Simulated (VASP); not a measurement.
# ZrNb2N4 (P2/m) in VASP: further runs, part 2 of 2

VASP 6.6.1. Earlier steps stand in the parts before.

### Step 3. Relaxation of shape and atoms at fixed volume, PBE (11.96 Å³/atom)

This run uses another cell than the first one, of 11.96 Å³/atom.

Input file INCAR:

```
PREC = Accurate ; ENCUT = 600
EDIFF = 1E-6 ; ISMEAR = 0
SIGMA = 0.1 ; LREAL = False
LASPH = True ; NELM = 100
ALGO = Normal ; ISIF = 4
LWAVE = False ; LCHARG = False
GGA = PE ; IBRION = 2
NSW = 50 ; EDIFFG = -0.01
```

Input file KPOINTS:

```
Automatic mesh
0
Gamma
  6 10 6
```

Input file POSCAR:

```
ZrNb2N4
1.0
    5.2100068601      0.0000000000      0.0101932676
    0.0000000000      3.1001331963      0.0000000000
   -1.6677249519      0.0000000000      5.1810594573
Zr Nb N
1 2 4
Direct
    0.0000000000      0.5000000000      0.5000000000
    0.0000000000      0.0000000000      0.0000000000
    0.5000000000      0.5000000000      0.0000000000
    0.7705351693      0.5000000000      0.7815381454
    0.2519724844      0.0000000000      0.7565717454
    0.7480275156      0.0000000000      0.2434282546
    0.2294648307      0.5000000000      0.2184618546
```

Potentials or basis: VASP PAW PBE potentials, release 64 (Zr_sv, Nb_sv, N).

On the command line:

```console
> cat potpaw_PBE.64/Zr_sv/POTCAR potpaw_PBE.64/Nb_sv/POTCAR potpaw_PBE.64/N/POTCAR > POTCAR
> mpirun -np 1 vasp_std > vasp.out
```

OUTCAR:

```text
PREC = Accurate
   ENCUT = 600
   EDIFF = 1E-6
   ISMEAR = 0
   LREAL = False
   LASPH = True
   NELM = 100
   ISIF = 4
   GGA = PE
   IBRION = 2
   NSW = 50
   EDIFFG = -0.01

 ion  position               nearest neighbor table
   1  0.000  0.500  0.500-   4 2.21   7 2.21   6 2.23   5 2.23   5 2.23   6 2.23   2 3.13   2 3.13
                             2 3.13   2 3.13   3 3.14   3 3.14
   2  0.000  0.000  0.000-   4 2.09   7 2.09   4 2.09   7 2.09   6 2.13   5 2.13   3 3.03   3 3.03
                             3 3.03   3 3.03   1 3.13   1 3.13   1 3.13   1 3.13
   3  0.500  0.500  0.000-   4 2.10   7 2.10   6 2.19   5 2.19   5 2.19   6 2.19   2 3.03   2 3.03
                             2 3.03   2 3.03   1 3.14   1 3.14
   4  0.771  0.500  0.782-   2 2.09   2 2.09   3 2.10   1 2.21
   5  0.252  0.000  0.757-   2 2.13   3 2.19   3 2.19   1 2.23   1 2.23
   6  0.748  0.000  0.243-   2 2.13   3 2.19   3 2.19   1 2.23   1 2.23
   7  0.229  0.500  0.218-   2 2.09   2 2.09   3 2.10   1 2.21

  LATTYP: Found a simple monoclinic cell.
 ALAT       =     5.2100168315
 B/A-ratio  =     0.5950332401
 C/A-ratio  =     1.0446907133
 COS(beta)  =    -0.3045432556

  Lattice vectors:

 A1 = (   5.2100068601,   0.0000000000,   0.0101932676)
 A2 = (   0.0000000000,   3.1001331963,   0.0000000000)
 A3 = (  -1.6677249519,   0.0000000000,   5.1810594573)
[... 194 lines left out ...]
  -------------------------------------------------------------------------------------
  Total        4.0786401      4.2492078      4.0188965      0.0000000      0.0000000     -0.1783614
  in kB       78.0396519     81.3032496     76.8965330      0.0000000      0.0000000     -3.4127208
  external PRESSURE =      78.7464782 kB  Pullay stress =       0.0000000 kB
[... 110 lines left out ...]
--------------------------------------- Ionic step        4  -------------------------------------------

 number of electron      57.9999998 magnetization

 Free energy of the ion-electron system (eV)
  ---------------------------------------------------
  ext. energy  EPLUGINS =         0.00000000
  ---------------------------------------------------
  free energy    TOTEN  =       -70.32271205 eV

  energy without entropy =      -70.31440479  energy(sigma->0) =      -70.31855842

 E-fermi :   9.7452     XC(G=0): -11.9609

 val. band max:        9.7254966426   @ k =   0.1667   0.1000   0.3333
 cond. band min:       9.7629027575   @ k =   0.5000   0.3000   0.3333
 fundamental gap:      0.0374061149
 Fermi energy:         9.7452329431

 k-point     1 :       0.0000    0.0000    0.0000
  band No.  band energies     occupation
      1     -46.2693      2.00000
      2     -46.1470      2.00000
      3     -39.4333      2.00000
      4     -22.9395      2.00000
      5     -22.4631      2.00000
      6     -22.2342      2.00000
[... 877 lines left out ...]
     33      12.2763      0.00000
     34      12.3315      0.00000

 [... further k-points ...]

------------------------ aborting loop because EDIFF is reached ----------------------------------------

  FORCE on cell =-STRESS in cart. coord.  units (eV):
  Direction    XX          YY          ZZ          XY          YZ          ZX
  --------------------------------------------------------------------------------------
  -------------------------------------------------------------------------------------
  Total        3.5514431      3.4520014      3.5143837      0.0000000      0.0000000     -0.0577811
  in kB       67.9523990     66.0497087     67.2433155      0.0000000      0.0000000     -1.1055683
  external PRESSURE =      67.0818077 kB  Pullay stress =       0.0000000 kB
[... 22 lines left out ...]
  FREE ENERGIE OF THE ION-ELECTRON SYSTEM (eV)
  ---------------------------------------------------
  free  energy   TOTEN  =       -70.3227120541 eV

  energy  without entropy=      -70.3144047858  energy(sigma->0) =      -70.31855842

 reached required accuracy - stopping structural energy minimisation
```

OSZICAR:

```text
N       E                     dE             d eps       ncg     rms          rms(c)
DAV:   1     0.735883574396E+03    0.73588E+03   -0.34904E+04  8160   0.196E+03
DAV:   2    -0.737023989476E+01   -0.74325E+03   -0.73126E+03  9956   0.675E+02
[... 29 lines left out ...]
   3 F= -.70322560E+02 E0= -.70318458E+02  d E =-.853037E-02
       N       E                     dE             d eps       ncg     rms          rms(c)
DAV:   1    -0.703229364685E+02   -0.37587E-03   -0.56667E-02  8268   0.165E+00    0.122E-01
DAV:   2    -0.703228195630E+02    0.11691E-03   -0.20091E-03 11184   0.340E-01    0.686E-02
DAV:   3    -0.703227192186E+02    0.10034E-03   -0.25613E-04 11162   0.120E-01    0.227E-02
DAV:   4    -0.703227119815E+02    0.72372E-05   -0.52872E-05 12384   0.531E-02    0.771E-03
DAV:   5    -0.703227120541E+02   -0.72627E-07   -0.42701E-06 10024   0.179E-02
   4 F= -.70322712E+02 E0= -.70318558E+02  d E =-.151783E-03
```

CONTCAR:

```text
ZrNb2N4
   1.00000000000000
     5.2067269699111520    0.0000000000000000    0.0023956926195610
     0.0000000000000000    3.1060959344982986    0.0000000000000000
    -1.6744222237458479    0.0000000000000000    5.1768591200359246
  Zr              Nb              N
     1     2     4
Direct
     0.0000000000000000    0.5000000000000000    0.5000000000000000
     0.0000000000000000    0.0000000000000000    0.0000000000000000
     0.5000000000000000    0.5000000000000000    0.0000000000000000
     0.7679179577301714    0.5000000000000000    0.7785431520440453
     0.2538161240153655    0.0000000000000000    0.7558425746753288
     0.7461838759846345    0.0000000000000000    0.2441574253246712
     0.2320820422698286    0.5000000000000000    0.2214568479559547

  0.00000000E+00  0.00000000E+00  0.00000000E+00
  0.00000000E+00  0.00000000E+00  0.00000000E+00
  0.00000000E+00  0.00000000E+00  0.00000000E+00
  0.00000000E+00  0.00000000E+00  0.00000000E+00
  0.00000000E+00  0.00000000E+00  0.00000000E+00
  0.00000000E+00  0.00000000E+00  0.00000000E+00
  0.00000000E+00  0.00000000E+00  0.00000000E+00
```

Run time: 8.9 min. Hardware: 1 thread of AMD EPYC 9R45 (Zen 5), shared host; peak memory 0.48 GiB.

Results:

```yaml
Free_energy: -70.3227 eV
Energy_gained_by_relaxing: 1.2 meV/atom
Ionic_steps: 4
Pressure_after_relaxing: 6.7 GPa
Largest_force_after_relaxing: 0.008 eV/Å
Band_gap_on_the_k_mesh: zero (bands 29 and 30 overlap by 2.34 eV)
```

Forces in eV/Å, atoms in the order of the input:
```
Zr   0.000  0.000  0.000
Nb   0.000  0.000  0.000
Nb   0.000  0.000  0.000
N    0.004  0.000 -0.004
N   -0.002  0.000  0.007
N    0.002  0.000 -0.007
N   -0.004  0.000  0.004
```

Stress tensor (GPa, compression positive):
```
 6.80  0.00 -0.11
 0.00  6.60  0.00
-0.11  0.00  6.72
```

The path:
| step | energy change (eV) | largest force (eV/Å) | pressure (GPa) | volume (Å³) |
| --- | --- | --- | --- | --- |
| 1 | 0.0000 | 0.3227 | 7.87 | 83.74 |
| 2 | -0.0085 | 0.0350 | 6.83 | 83.74 |
| 3 | -0.0085 | 0.0389 | 6.73 | 83.74 |
| 4 | -0.0087 | 0.0075 | 6.71 | 83.74 |

Final structure:
```
CELL_PARAMETERS angstrom
5.20673 0.00000 0.00240
0.00000 3.10610 0.00000
-1.67442 0.00000 5.17686
ATOMIC_POSITIONS crystal
Zr 0.00000 0.50000 0.50000
Nb 0.00000 0.00000 0.00000
Nb 0.50000 0.50000 0.00000
N 0.76792 0.50000 0.77854
N 0.25382 0.00000 0.75584
N 0.74618 0.00000 0.24416
N 0.23208 0.50000 0.22146
```

The gap in the log of VASP goes by the Fermi energy; the results here count the filled bands.